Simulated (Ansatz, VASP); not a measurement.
Hf2Si: VASP beside Ansatz

```
Hf Si
1.0
    -3.22418    3.22418    2.55237
     3.22418   -3.22418    2.55237
     3.22418    3.22418   -2.55237
Hf Si
4 2
Direct
  0.84345 0.65655 0.50000
  0.34345 0.84345 0.18691
  0.15655 0.34345 0.50000
  0.65655 0.15655 0.81309
  0.75000 0.75000 0.00000
  0.25000 0.25000 0.00000
```

Alike in both runs: functional LDA; k mesh 10 × 10 × 10; occupations gaussian, width 0.1 eV; no spin polarisation.

Ansatz relaxed the structure, and its values are those at the end. VASP's run is a single point on that final structure, the one shown.

```csv
,VASP,Ansatz
version,VASP 6.6.1,Ansatz 0.2.0
potentials or method,"VASP PAW LDA potentials, release 64 (Hf_pv, Si), cutoff 520 eV","scalar-relativistic, plane waves, PAW"
valence electrons in the cell,48,112
```

|  | VASP | Ansatz | Ansatz less VASP |
| --- | --- | --- | --- |
| gap on the k mesh at the Fermi level (eV) | none | none | - |
| pressure (GPa) | 0.3 | 0.0 | -0.33 |
| rms of the force components (eV/Å) | 0.002 | 0.003 | +0.0011 |

LDA's correlation is that of Perdew and Zunger in VASP and of Perdew and Wang (1992) in Ansatz. A gap of «none» marks a metal or a gap that the smearing closes. VASP's potentials hold 48 valence electrons a cell and Ansatz's 112, so a difference there can come from the potentials and not from the codes.

Neither program's run includes spin-orbit coupling.
